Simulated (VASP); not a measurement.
# TiO2 (I4_1/amd) in VASP: relaxation of the atoms with LDA

Aim: the relaxation of the atoms of TiO2 with LDA.

All numbers are computed with VASP 6.6.1; they aren't measurements. Logs are shortened: lines on timing, memory, paths and dates and some standing lists are left out, and cuts for length are marked.

## 1. The cell of the first run

The structure is tetragonal, space group I4_1/amd (No. 141). The conventional cell has a = 3.807 Å, b = 3.807 Å, c = 9.515 Å, α = 90.00°, β = 90.00°, γ = 90.00°. Within 2.6 Å of Ti (site symmetry -4m2) lie 6 O at 1.94 to 1.98 Å. Within 2.6 Å of O (site symmetry 2mm) lie 3 Ti at 1.94 to 1.98 Å and 2 O at 2.47 Å.

## 2. Relaxation of the atoms, LDA

Input file INCAR:

```
ALGO     = Normal         # electronic algorithm
EDIFF    = 1E-6           # SCF threshold, eV
EDIFFG   = -0.001         # ionic threshold
ENCUT    = 520            # plane-wave cutoff, eV
IBRION   = 2              # ionic algorithm
ISIF     = 2              # what is computed and relaxed
ISMEAR   = 0              # smearing method
LASPH    = True           # aspherical terms in the spheres
LCHARG   = False          # write CHGCAR
LREAL    = False          # projectors in reciprocal space
LWAVE    = False          # write WAVECAR
NELM     = 100            # most SCF steps
NSW      = 80             # ionic steps
PREC     = Accurate       # precision mode
SIGMA    = 0.01           # smearing width, eV
```

Input file KPOINTS:

```
k-points
0
Gamma
  6 6 6
```

Input file POSCAR:

```
TiO2
1.0
   -1.9034526000      1.9034526000      4.7573000000
    1.9034526000     -1.9034526000      4.7573000000
    1.9034526000      1.9034526000     -4.7573000000
Ti O
2 4
Direct
    0.0000000000      0.0000000000      0.0000000000
    0.7500000000      0.2500000000      0.5000000000
    0.2081000000      0.2081000000      0.0000000000
    0.9581000000      0.4581000000      0.5000000000
    0.5419000000      0.0419000000      0.5000000000
    0.7919000000      0.7919000000      0.0000000000
```

Potentials or basis: VASP PAW LDA potentials, release 64 (Ti_sv, O).

Run with:

```bash
> cat potpaw_LDA.64/Ti_sv/POTCAR potpaw_LDA.64/O/POTCAR > POTCAR
> mpirun -np 1 vasp_std > vasp.out
```

OUTCAR:

```text
EDIFF = 1E-6
   EDIFFG = -0.001
   ENCUT = 520
   IBRION = 2
   ISIF = 2
   ISMEAR = 0
   LASPH = True
   LREAL = False
   NELM = 100
   NSW = 80
   PREC = Accurate

 ion  position               nearest neighbor table
   1  0.000  0.000  0.000-   5 1.94   4 1.94   5 1.94   4 1.94   3 1.98   6 1.98
   2  0.750  0.250  0.500-   6 1.94   3 1.94   6 1.94   3 1.94   4 1.98   5 1.98
   3  0.208  0.208  0.000-   2 1.94   2 1.94   1 1.98
   4  0.958  0.458  0.500-   1 1.94   1 1.94   2 1.98
   5  0.542  0.042  0.500-   1 1.94   1 1.94   2 1.98
   6  0.792  0.792  0.000-   2 1.94   2 1.94   1 1.98

  LATTYP: Found a body centered tetragonal cell.
 ALAT       =     3.8069052000
 C/A-ratio  =     2.4993004817

  Lattice vectors:

 A1 = (  -1.9034526000,   1.9034526000,   4.7573000000)
 A2 = (   1.9034526000,  -1.9034526000,   4.7573000000)
 A3 = (   1.9034526000,   1.9034526000,  -4.7573000000)

Analysis of symmetry for initial positions (statically):
=====================================================================
 Subroutine PRICEL returns:
 Original cell was already a primitive cell.

 Routine SETGRP: Setting up the symmetry group for a
 body centered tetragonal supercell.

 Subroutine GETGRP returns: Found 16 space group operations
 (whereof  8 operations were pure point group operations)
 out of a pool of 16 trial point group operations.

The static configuration has the point symmetry D_2d.
 The point group associated with its full space group is D_4h.

Analysis of symmetry for dynamics (positions and initial velocities):
=====================================================================
 Subroutine PRICEL returns:
 Original cell was already a primitive cell.

 Routine SETGRP: Setting up the symmetry group for a
 body centered tetragonal supercell.

 Subroutine GETGRP returns: Found 16 space group operations
 (whereof  8 operations were pure point group operations)
 out of a pool of 16 trial point group operations.

The dynamic configuration has the point symmetry D_2d.
 The point group associated with its full space group is D_4h.

 Subroutine INISYM returns: Found 16 space group operations
 (whereof  8 operations are pure point group operations),
 and found     1 'primitive' translations

----------------------------------------------------------------------------------------

                                     Primitive cell

  volume of cell :      68.9453

  direct lattice vectors                    reciprocal lattice vectors
    -1.903452600  1.903452600  4.757300000     0.000000000  0.262680563  0.105101633
     1.903452600 -1.903452600  4.757300000     0.262680563  0.000000000  0.105101633
     1.903452600  1.903452600 -4.757300000     0.262680563  0.262680563  0.000000000

  length of vectors
     5.466092470  5.466092470  5.466092470     0.282926548  0.282926548  0.371486414

  position of ions in fractional coordinates (direct lattice)
     0.000000000  0.000000000  0.000000000
     0.750000000  0.250000000  0.500000000
     0.208100000  0.208100000  0.000000000
     0.958100000  0.458100000  0.500000000
     0.541900000  0.041900000  0.500000000
     0.791900000  0.791900000  0.000000000

  ion indices of the primitive-cell ions
   primitive index   ion index
                 1           1
                 2           2
                 3           3
                 4           4
                 5           5
                 6           6

----------------------------------------------------------------------------------------

 KPOINTS: k-points

Automatic generation of k-mesh.
 Grid dimensions read from file:
 generate k-points for:    6    6    6

 Generating k-lattice:

  Cartesian coordinates                     Fractional coordinates (reciprocal lattice)
     0.000000000  0.043780094  0.017516939     0.166666667  0.000000000  0.000000000
     0.043780094  0.000000000  0.017516939     0.000000000  0.166666667  0.000000000
     0.043780094  0.043780094  0.000000000     0.000000000  0.000000000  0.166666667

  Length of vectors
     0.047154425  0.047154425  0.061914402

  Shift w.r.t. Gamma in fractional coordinates (k-lattice)
     0.000000000  0.000000000  0.000000000

 Subroutine IBZKPT returns following result:
 ===========================================

 Found     30 irreducible k-points:

 Following reciprocal coordinates:
            Coordinates               Weight
  0.000000  0.000000  0.000000      1.000000
  0.166667  0.000000  0.000000      8.000000
  0.333333 -0.000000  0.000000      8.000000
  0.500000 -0.000000  0.000000      4.000000
  0.166667  0.166667  0.000000      8.000000
  0.333333  0.166667  0.000000     16.000000
[... 16 lines left out ...]
 -0.333333 -0.333333  0.166667      8.000000
 -0.166667 -0.333333  0.166667      8.000000
 [... further k-points ...]
   k-points           NKPTS =     30   k-points in BZ     NKDIM =     30   number of bands    NBANDS=     28
   number of dos      NEDOS =    301   number of ions     NIONS =      6
   total plane-waves  NPLWV =  74088
   dimension x,y,z NGX =    42 NGY =   42 NGZ =   42
   dimension x,y,z NGXF=    84 NGYF=   84 NGZF=   84
   ions per type =               2   4
   NGX,Y,Z   is equivalent  to a cutoff of  12.77, 12.77, 12.77 a.u.
   NGXF,Y,Z  is equivalent  to a cutoff of  25.55, 25.55, 25.55 a.u.
 SYSTEM =  unknown system
   PREC   = accura    normal or accurate (medium, high low for compatibility)
   ISTART =      0    job   : 0-new  1-cont  2-samecut
   ICHARG =      2    charge: 1-file 2-atom 10-const
   ISPIN  =      1    spin polarized calculation?
   LNONCOLLINEAR =      F non collinear calculations
   LSORBIT =      F    spin-orbit coupling
   LASPH  =      T    aspherical Exc in radial PAW
   ENCUT  =  520.0 eV  38.22 Ry    6.18 a.u.  10.16 10.16 10.16*2*pi/ulx,y,z
   NELM   =    100;   NELMIN=  2; NELMDL= -5     # of ELM steps
   EDIFF  = 0.1E-05   stopping-criterion for ELM
   LREAL  =      F    real-space projection
   EDIFFG = -.1E-02   stopping-criterion for IOM
   NSW    =     80    number of steps for IOM
   IBRION =      2    ionic relax: 0-MD 1-quasi-New 2-CG
   NFREE  =      1    steps in history (QN), initial steepest desc. (CG)
   ISIF   =      2    stress and relaxation
   ISYM   =      2    0-nonsym 1-usesym 2-fastsym
   POTIM  = 0.5000    time-step for ionic-motion
   TEBEG  =    0.0;   TEEND  =   0.0 temperature during run
   PSTRESS=    0.0 pullay stress
   NELECT =      48.0000    total number of electrons
   NUPDOWN=      -1.0000    fix difference up-down
   EMIN   =  10.00;   EMAX   =-10.00  energy-range for DOS
   EFERMI =   0.00;   METHOD = LEGACY
   ISMEAR =     0;   SIGMA  =   0.01  broadening in eV -4-tet -1-fermi 0-gaus
   EFERMI_NEDOS =   21; number of points for ismear=-14 and -15
   IALGO  =     38    algorithm
   IMIX   =      4    mixing-type and parameters
     AMIX     =   0.40;   BMIX     =  1.00
     AMIX_MAG =   1.60;   BMIX_MAG =  1.00
  volume/ion in A,a.u.               =      11.49        77.54
  Fermi-wavevector in a.u.,A,eV,Ry     =   1.450954  2.741906 28.643909  2.105268
  Thomas-Fermi vector in A             =   2.568507
   LORBIT       =      0    0 simple, 1 ext, 2 COOP (PROOUT), +10 PAW based schemes
   GGA     = CA    functional components
   LHFCALC =     F    Hartree Fock is set to
   AEXX    =    0.0000 exact exchange contribution
   IVDW    =     0    specifies the selected vdW correction
   LEPSILON=     F    determine dielectric tensor
   LRPA    =     F    only Hartree local field effects (RPA)
 conjugate gradient relaxation of ions
 non-spin polarized calculation
 Gauss-broadening in eV      SIGMA  =   0.01
  energy-cutoff  :      520.00
  volume of cell :       68.95
 maximum number of plane-waves:      1869
 NGX is ok and might be reduce to    42
   NGX = 21   NGY = 21   NGZ = 21

--------------------------------------- Ionic step        1  -------------------------------------------

 number of electron      47.9999990 magnetization

 Free energy of the ion-electron system (eV)
  ---------------------------------------------------
  ext. energy  EPLUGINS =         0.00000000
  ---------------------------------------------------
  free energy    TOTEN  =       -58.77282344 eV

  energy without entropy =      -58.77282344  energy(sigma->0) =      -58.77282344

------------------------ aborting loop because EDIFF is reached ----------------------------------------

  FORCE on cell =-STRESS in cart. coord.  units (eV):
  Direction    XX          YY          ZZ          XY          YZ          ZX
  --------------------------------------------------------------------------------------
  -------------------------------------------------------------------------------------
  Total       -3.7274845     -3.7274845     -2.7910163      0.0000000     -0.0000000      0.0000000
  in kB      -86.6207141    -86.6207141    -64.8587088      0.0000000     -0.0000000      0.0000000
  external PRESSURE =     -79.3667123 kB  Pullay stress =       0.0000000 kB
[... 65 lines left out ...]
  energy  without entropy=      -58.7737915306  energy(sigma->0) =      -58.77379153

--------------------------------------- Ionic step        3  -------------------------------------------

 number of electron      47.9999992 magnetization

 Free energy of the ion-electron system (eV)
  ---------------------------------------------------
  ext. energy  EPLUGINS =         0.00000000
  ---------------------------------------------------
  free energy    TOTEN  =       -58.77386155 eV

  energy without entropy =      -58.77386155  energy(sigma->0) =      -58.77386155

 E-fermi :   3.1157     XC(G=0): -11.2795

 val. band max:        2.9165339534   @ k =   0.5000   0.5000   0.0000
 cond. band min:       4.9445710970   @ k =   0.0000   0.0000   0.0000
 fundamental gap:      2.0280371436
 Fermi energy:         3.1156972698

 k-point     1 :       0.0000    0.0000    0.0000
  band No.  band energies     occupation
      1     -52.7235      2.00000
      2     -52.6603      2.00000
      3     -29.5969      2.00000
      4     -29.3450      2.00000
      5     -29.3450      2.00000
      6     -29.2705      2.00000
[... 733 lines left out ...]
     27       6.3700      0.00000
     28       6.5171      0.00000

 [... further k-points ...]

------------------------ aborting loop because EDIFF is reached ----------------------------------------

  FORCE on cell =-STRESS in cart. coord.  units (eV):
  Direction    XX          YY          ZZ          XY          YZ          ZX
  --------------------------------------------------------------------------------------
  -------------------------------------------------------------------------------------
  Total       -3.7378256     -3.7378256     -2.3811278      0.0000000      0.0000000      0.0000000
  in kB      -86.8610258    -86.8610258    -55.3335604      0.0000000      0.0000000      0.0000000
  external PRESSURE =     -76.3518707 kB  Pullay stress =       0.0000000 kB
[... 21 lines left out ...]
  FREE ENERGIE OF THE ION-ELECTRON SYSTEM (eV)
  ---------------------------------------------------
  free  energy   TOTEN  =       -58.7738615519 eV

  energy  without entropy=      -58.7738615519  energy(sigma->0) =      -58.77386155

 reached required accuracy - stopping structural energy minimisation
```

It took 3 min on 1 thread of AMD EPYC 7R13 (Zen 3), shared host; peak memory 0.2 GiB.

Results:

```yaml
Free_energy: -58.7739 eV
Energy_gained_by_relaxing: 0.2 meV/atom
Ionic_steps: 3
Pressure_after_relaxing: -7.6 GPa
Band_gap_on_the_k_mesh: 2.03 eV (least direct gap 2.32 eV)
```

The path:
```tsv
step	energy change (eV)	largest force (eV/Å)	pressure (GPa)
1	0.0000	0.0891	-7.94
2	-0.0010	0.0232	-7.72
3	-0.0010	0.0001	-7.64
```

Final structure:
```cif
data_structure
_symmetry_space_group_name_H-M 'P 1'
_symmetry_Int_Tables_number 1
_cell_length_a 5.4661
_cell_length_b 5.4661
_cell_length_c 5.4661
_cell_angle_alpha 139.242
_cell_angle_beta 139.242
_cell_angle_gamma 59.006
_cell_volume 68.95
loop_
_atom_site_label
_atom_site_type_symbol
_atom_site_fract_x
_atom_site_fract_y
_atom_site_fract_z
_atom_site_occupancy
Ti1 Ti 0.00000 0.00000 0.00000 1
Ti2 Ti 0.75000 0.25000 0.50000 1
O1 O 0.20749 0.20749 0.00000 1
O2 O 0.95749 0.45749 0.50000 1
O3 O 0.54251 0.04251 0.50000 1
O4 O 0.79251 0.79251 0.00000 1
```
